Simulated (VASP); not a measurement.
# TaBeB (P-6m2) in VASP: further runs

The runs below take TaBeB through single point, with LDA.

All numbers are computed with VASP 6.6.1; they aren't measurements. Logs are shortened: lines on timing, memory, paths and dates and some standing lists are left out, and cuts for length are marked.

## Step 1: The cell of the first run

The structure is hexagonal, space group P-6m2 (No. 187). Conventional cell: a = 3.250 Å, b = 3.250 Å, c = 3.246 Å, α = 90.00°, β = 90.00°, γ = 120.00°. Within 3.3 Å of Ta (site symmetry -6m2) lie 6 Be at 2.48 Å and 6 B at 2.48 Å and 8 Ta at 3.25 Å. Be (site symmetry -6m2) has 3 B at 1.88 Å and 6 Ta at 2.48 Å within 2.5 Å. B (site symmetry -6m2) has 3 Be at 1.88 Å and 6 Ta at 2.48 Å within 2.5 Å.

## Step 2: Single point, LDA

INCAR reads:

```
SYSTEM = TaBeB
PREC = Accurate
ENCUT = 520
EDIFF = 1E-6
ISMEAR = -1
SIGMA = 0.1
LREAL = .FALSE.
LASPH = .TRUE.
NELM = 60
ALGO = Normal
ISIF = 2
LWAVE = .FALSE.
LCHARG = .FALSE.
GGA = CA
NBANDS = 15
```

KPOINTS reads:

```
Automatic mesh
0
G
  4 4 3
  0 0 0
```

POSCAR reads:

```
TaBeB
1.0
    3.2499042000      0.0000000000      0.0000000000
   -1.6249521000      2.8144996000      0.0000000000
    0.0000000000      0.0000000000      3.2461030200
Ta Be B
1 1 1
Direct
    0.3333333295      0.6666666714      0.0000000000
    0.6666666705      0.3333333286      0.5000000000
    0.0000000000      0.0000000000      0.5000000000
```

Potentials or basis: VASP PAW LDA potentials, release 64 (Ta_pv, Be, B).

Started as:

```
$ cat potpaw_LDA.64/Ta_pv/POTCAR potpaw_LDA.64/Be/POTCAR potpaw_LDA.64/B/POTCAR > POTCAR
$ mpirun -np 1 vasp_std > vasp.out
```

OUTCAR:

```text
SYSTEM = TaBeB
   PREC = Accurate
   ENCUT = 520
   EDIFF = 1E-6
   ISMEAR = -1
   LREAL = .FALSE.
   LASPH = .TRUE.
   NELM = 60
   ISIF = 2
   GGA = CA

 ion  position               nearest neighbor table
   1  0.333  0.667  0.000-   2 2.48   2 2.48   3 2.48   3 2.48   2 2.48   2 2.48   3 2.48   3 2.48
                             3 2.48   3 2.48   2 2.48   2 2.48
   2  0.667  0.333  0.500-   3 1.88   3 1.88   3 1.88   1 2.48   1 2.48   1 2.48   1 2.48   1 2.48
                             1 2.48
   3  0.000  0.000  0.500-   2 1.88   2 1.88   2 1.88   1 2.48   1 2.48   1 2.48   1 2.48   1 2.48
                             1 2.48

  LATTYP: Found a hexagonal cell.
 ALAT       =     3.2499042000
 C/A-ratio  =     0.9988303717

  Lattice vectors:

 A1 = (   3.2499042000,   0.0000000000,   0.0000000000)
 A2 = (  -1.6249521000,   2.8144996000,   0.0000000000)
 A3 = (   0.0000000000,   0.0000000000,   3.2461030200)

Analysis of symmetry for initial positions (statically):
=====================================================================
 Subroutine PRICEL returns:
 Original cell was already a primitive cell.

 Routine SETGRP: Setting up the symmetry group for a
 hexagonal supercell.

 Subroutine GETGRP returns: Found 12 space group operations
 (whereof 12 operations were pure point group operations)
 out of a pool of 24 trial point group operations.

The static configuration has the point symmetry D_3h.

Analysis of symmetry for dynamics (positions and initial velocities):
=====================================================================
 Subroutine PRICEL returns:
 Original cell was already a primitive cell.

 Routine SETGRP: Setting up the symmetry group for a
 hexagonal supercell.

 Subroutine GETGRP returns: Found 12 space group operations
 (whereof 12 operations were pure point group operations)
 out of a pool of 24 trial point group operations.

The dynamic configuration has the point symmetry D_3h.

 Subroutine INISYM returns: Found 12 space group operations
 (whereof 12 operations are pure point group operations),
 and found     1 'primitive' translations

----------------------------------------------------------------------------------------

                                     Primitive cell

  volume of cell :      29.6916

  direct lattice vectors                    reciprocal lattice vectors
     3.249904200  0.000000000  0.000000000     0.307701378  0.177651473  0.000000000
    -1.624952100  2.814499600  0.000000000     0.000000000  0.355302946  0.000000000
     0.000000000  0.000000000  3.246103020     0.000000000  0.000000000  0.308061695

  length of vectors
     3.249904200  3.249904203  3.246103020     0.355302946  0.355302946  0.308061695

  position of ions in fractional coordinates (direct lattice)
     0.333333330  0.666666671  0.000000000
     0.666666670  0.333333329  0.500000000
     0.000000000  0.000000000  0.500000000

  ion indices of the primitive-cell ions
   primitive index   ion index
                 1           1
                 2           2
                 3           3

----------------------------------------------------------------------------------------

 KPOINTS: Automatic mesh

Automatic generation of k-mesh.
 Grid dimensions read from file:
 generate k-points for:    4    4    3

 Generating k-lattice:

  Cartesian coordinates                     Fractional coordinates (reciprocal lattice)
     0.076925344  0.044412868  0.000000000     0.250000000  0.000000000  0.000000000
     0.000000000  0.088825737  0.000000000     0.000000000  0.250000000  0.000000000
     0.000000000  0.000000000  0.102687232     0.000000000  0.000000000  0.333333333

  Length of vectors
     0.088825737  0.088825737  0.102687232

  Shift w.r.t. Gamma in fractional coordinates (k-lattice)
     0.000000000  0.000000000  0.000000000

 Subroutine IBZKPT returns following result:
 ===========================================

 Found      8 irreducible k-points:

 Following reciprocal coordinates:
            Coordinates               Weight
  0.000000  0.000000  0.000000      1.000000
  0.250000  0.000000  0.000000      6.000000
  0.500000  0.000000  0.000000      3.000000
  0.250000  0.250000  0.000000      6.000000
  0.000000  0.000000  0.333333      2.000000
  0.250000  0.000000  0.333333     12.000000
  0.500000  0.000000  0.333333      6.000000
  0.250000  0.250000  0.333333     12.000000
   k-points           NKPTS =      8   k-points in BZ     NKDIM =      8   number of bands    NBANDS=     15
   number of dos      NEDOS =    301   number of ions     NIONS =      3
   total plane-waves  NPLWV =  13824
   dimension x,y,z NGX =    24 NGY =   24 NGZ =   24
   dimension x,y,z NGXF=    48 NGYF=   48 NGZF=   48
   ions per type =               1   1   1
   NGX,Y,Z   is equivalent  to a cutoff of  12.28, 12.28, 12.29 a.u.
   NGXF,Y,Z  is equivalent  to a cutoff of  24.55, 24.55, 24.58 a.u.
 SYSTEM =  TaBeB
   PREC   = accura    normal or accurate (medium, high low for compatibility)
   ISTART =      0    job   : 0-new  1-cont  2-samecut
   ICHARG =      2    charge: 1-file 2-atom 10-const
   ISPIN  =      1    spin polarized calculation?
   LNONCOLLINEAR =      F non collinear calculations
   LSORBIT =      F    spin-orbit coupling
   LASPH  =      T    aspherical Exc in radial PAW
   ENCUT  =  520.0 eV  38.22 Ry    6.18 a.u.   6.04  6.04  6.04*2*pi/ulx,y,z
   NELM   =     60;   NELMIN=  2; NELMDL= -5     # of ELM steps
   EDIFF  = 0.1E-05   stopping-criterion for ELM
   LREAL  =      F    real-space projection
   EDIFFG = 0.1E-04   stopping-criterion for IOM
   NSW    =      0    number of steps for IOM
   IBRION =     -1    ionic relax: 0-MD 1-quasi-New 2-CG
   NFREE  =      0    steps in history (QN), initial steepest desc. (CG)
   ISIF   =      2    stress and relaxation
   ISYM   =      2    0-nonsym 1-usesym 2-fastsym
   POTIM  = 0.5000    time-step for ionic-motion
   TEBEG  =    0.0;   TEEND  =   0.0 temperature during run
   PSTRESS=    0.0 pullay stress
   NELECT =      16.0000    total number of electrons
   NUPDOWN=      -1.0000    fix difference up-down
   EMIN   =  10.00;   EMAX   =-10.00  energy-range for DOS
   EFERMI =   0.00;   METHOD = LEGACY
   ISMEAR =    -1;   SIGMA  =   0.10  broadening in eV -4-tet -1-fermi 0-gaus
   EFERMI_NEDOS =   21; number of points for ismear=-14 and -15
   IALGO  =     38    algorithm
   IMIX   =      4    mixing-type and parameters
     AMIX     =   0.40;   BMIX     =  1.00
     AMIX_MAG =   1.60;   BMIX_MAG =  1.00
  volume/ion in A,a.u.               =       9.90        66.79
  Fermi-wavevector in a.u.,A,eV,Ry     =   1.332202  2.517497 24.147112  1.774763
  Thomas-Fermi vector in A             =   2.461155
   LORBIT       =      0    0 simple, 1 ext, 2 COOP (PROOUT), +10 PAW based schemes
   GGA     = CA    functional components
   LHFCALC =     F    Hartree Fock is set to
   AEXX    =    0.0000 exact exchange contribution
   IVDW    =     0    specifies the selected vdW correction
   LEPSILON=     F    determine dielectric tensor
   LRPA    =     F    only Hartree local field effects (RPA)
 non-spin polarized calculation
  energy-cutoff  :      520.00
  volume of cell :       29.69
 maximum number of plane-waves:       814
   NGX = 13   NGY = 13   NGZ = 13

 number of electron      16.0000001 magnetization

 Free energy of the ion-electron system (eV)
  ---------------------------------------------------
  ext. energy  EPLUGINS =         0.00000000
  ---------------------------------------------------
  free energy    TOTEN  =       -26.46887700 eV

  energy without entropy =      -26.42620013  energy(sigma->0) =      -26.44753857

 E-fermi :   7.0531     XC(G=0): -12.6366

 val. band max:        7.0191538845   @ k =   0.2500   0.2500   0.0000
 cond. band min:       7.1449805628   @ k =   0.2500   0.2500   0.0000
 fundamental gap:      0.1258266782
 Fermi energy:         7.0531156363

 k-point     1 :       0.0000    0.0000    0.0000
  band No.  band energies     occupation
      1     -27.1826      2.00000
      2     -27.0300      2.00000
      3     -27.0300      2.00000
      4      -4.6095      2.00000
      5       4.1267      2.00000
      6       4.3813      2.00000
      7       4.3813      2.00000
      8       6.7240      1.92828
      9       9.7175      0.00000
     10       9.7175      0.00000
     11      12.0366      0.00000
     12      12.0366      0.00000
     13      13.1375      0.00000
     14      14.1613      0.00000
     15      14.1613      0.00000

 k-point     2 :       0.2500    0.0000    0.0000
  band No.  band energies     occupation
      1     -27.2242      2.00000
      2     -27.1544      2.00000
      3     -27.0768      2.00000
      4      -3.4742      2.00000
      5       2.6398      2.00000
      6       4.5401      2.00000
      7       4.9516      2.00000
      8       5.1525      2.00000
      9       9.2886      0.00000
     10       9.7664      0.00000
     11      10.4964      0.00000
     12      11.7652      0.00000
     13      14.7137      0.00000
     14      16.1079      0.00000
     15      17.3742      0.00000
[... 77 lines left out ...]
      3     -27.0987      2.00000
      4      -1.1253      2.00000
      5       0.9494      2.00000
      6       3.3420      2.00000
      7       3.7377      2.00000
      8       5.0002      2.00000
      9       9.9677      0.00000
     10      10.8838      0.00000
     11      12.2827      0.00000
     12      12.6702      0.00000
     13      14.7092      0.00000
     14      16.9869      0.00000
     15      19.1644      0.00000

 k-point     8 :       0.2500    0.2500    0.3333
  band No.  band energies     occupation
      1     -27.3356      2.00000
      2     -27.3133      2.00000
      3     -27.1713      2.00000
      4      -1.1229      2.00000
      5       1.6447      2.00000
      6       2.4953      2.00000
      7       3.8920      2.00000
      8       4.6802      2.00000
      9       9.9310      0.00000
     10      11.2536      0.00000
     11      12.4173      0.00000
     12      13.4172      0.00000
     13      14.3686      0.00000
     14      16.1123      0.00000
     15      18.3832      0.00000

------------------------ aborting loop because EDIFF is reached ----------------------------------------

  FORCE on cell =-STRESS in cart. coord.  units (eV):
  Direction    XX          YY          ZZ          XY          YZ          ZX
  --------------------------------------------------------------------------------------
  -------------------------------------------------------------------------------------
  Total       -1.0385447     -1.0385447     -1.7335641      0.0000000     -0.0000000      0.0000000
  in kB      -56.0404629    -56.0404630    -93.5441095      0.0000000     -0.0000000      0.0000000
  external PRESSURE =     -68.5416785 kB  Pullay stress =       0.0000000 kB

 VOLUME and BASIS-vectors are now :
 -----------------------------------------------------------------------------
  energy-cutoff  :      520.00
  volume of cell :       29.69
      direct lattice vectors                 reciprocal lattice vectors
     3.249904200  0.000000000  0.000000000     0.307701378  0.177651473  0.000000000
    -1.624952100  2.814499600  0.000000000     0.000000000  0.355302946  0.000000000
     0.000000000  0.000000000  3.246103020     0.000000000  0.000000000  0.308061695

 POSITION                                       TOTAL-FORCE (eV/Angst)
 -----------------------------------------------------------------------------------
     -0.00000      1.87633      0.00000        -0.000000      0.000000      0.000000
      1.62495      0.93817      1.62305         0.000000     -0.000000      0.000000
      0.00000      0.00000      1.62305         0.000000     -0.000000      0.000000
 -----------------------------------------------------------------------------------
    total drift:                                0.000007     -0.000004      0.000000

  FREE ENERGIE OF THE ION-ELECTRON SYSTEM (eV)
  ---------------------------------------------------
  free  energy   TOTEN  =       -26.4688770021 eV

  energy  without entropy=      -26.4262001321  energy(sigma->0) =      -26.44753857
```

Run time: 1.9 s. Hardware: 1 thread of Intel Xeon 6975P-C (Granite Rapids), shared host; peak memory 0.12 GiB.

Results:

- Free energy: -26.4689 eV
- Pressure: -6.9 GPa
- Band gap on the k mesh: zero (band 8 reaches 7.02 eV, above the bottom of band 9 at 6.97 eV)

Stress tensor (GPa, compression positive):
```
-5.60  0.00  0.00
 0.00 -5.60  0.00
 0.00  0.00 -9.35
```

Caveat: the k points lie up to 0.65 Å⁻¹ apart; spin-orbit coupling is left out, which moves the levels of the heavy elements.

## Step 3: Single point, LDA

INCAR reads:

```
SYSTEM = TaBeB
  PREC = Accurate
  ENCUT = 520
  EDIFF = 1E-7
  ISMEAR = -1
  SIGMA = 0.1
  LREAL = .FALSE.
  LASPH = .TRUE.
  NELM = 100
  ALGO = Normal
  ISIF = 2
  LWAVE = .FALSE.
  LCHARG = .TRUE.
  LELF = .TRUE.
  LVHAR = .TRUE.
  NBANDS = 15
```

KPOINTS reads:

```
regular mesh
0
G
  8 8 7
  0 0 0
```

POSCAR is that of step 2.

Potentials or basis: VASP PAW LDA potentials, release 64 (Ta_pv, Be, B).

Started as:

```
$ cat potpaw_LDA.64/Ta_pv/POTCAR potpaw_LDA.64/Be/POTCAR potpaw_LDA.64/B/POTCAR > POTCAR
$ mpirun -np 1 vasp_std > vasp.out
```

It took 5.1 s on 1 thread of Intel Xeon 6975P-C (Granite Rapids), shared host; peak memory 0.14 GiB.

Results (log left out):

| Quantity | Value |
| --- | --- |
| Free energy | -26.5947 eV |
| Pressure | -7.9 GPa |
| Band gap on the k mesh | zero (band 8 reaches 7.26 eV, above the bottom of band 9 at 6.84 eV) |

Stress tensor (GPa, compression positive):
```
-7.83  0.00  0.00
 0.00 -7.83  0.00
 0.00  0.00 -7.97
```

Levels at points of the mesh, in eV from the Fermi level:
| k point | band 6 | band 7 | band 8 | band 9 | band 10 | band 11 |
| --- | --- | --- | --- | --- | --- | --- |
| (0.00, 0.00, 0.00) | -2.69 | -2.69 | -0.35 | 2.65 | 2.65 | 4.96 |
| (0.50, 0.00, 0.00) | -2.92 | -2.76 | -1.74 | 1.84 | 3.50 | 4.19 |

Caveat: spin-orbit coupling is left out, which moves the levels of the heavy elements.

## Step 4: Single point, LDA

INCAR reads:

```
SYSTEM = TaBeB
PREC = Accurate
ENCUT = 520
EDIFF = 1E-7
ISMEAR = -1
SIGMA = 0.1
LREAL = .False.
LASPH = .True.
NELM = 60
ALGO = Normal
ISIF = 2
LWAVE = .False.
LCHARG = .False.
GGA = CA
NBANDS = 15
```

KPOINTS reads:

```
Automatic mesh
0
Gamma
  8 8 7
  0 0 0
```

POSCAR is that of step 3.

Started as:

```
$ cat potpaw_LDA.64/Ta_pv/POTCAR potpaw_LDA.64/Be/POTCAR potpaw_LDA.64/B/POTCAR > POTCAR
$ mpirun -np 1 vasp_std > vasp.out
```

It took 5.2 s on 1 thread of Intel Xeon 6975P-C (Granite Rapids), shared host; peak memory 0.13 GiB.

The run converged. Its results:

```
Free energy            : -26.5947 eV
Pressure               : -7.9 GPa
Band gap on the k mesh : zero (band 8 reaches 7.26 eV, above the bottom of band 9 at 6.84 eV)
```

Stress tensor (GPa, compression positive):
```
-7.83  0.00  0.00
 0.00 -7.83  0.00
 0.00  0.00 -7.97
```

Levels at points of the mesh, in eV from the Fermi level:
```
           k point  band 4  band 5  band 6  band 7  band 8  band 9  band 10  band 11  band 12  band 13
(0.00, 0.00, 0.00)  -11.68   -2.94   -2.69   -2.69   -0.35    2.65     2.65     4.96     4.96     6.06
(0.50, 0.00, 0.00)   -8.69   -6.46   -2.92   -2.76   -1.74    1.84     3.50     4.19     4.51     7.40
```

Caveat: spin-orbit coupling is left out, which moves the levels of the heavy elements.
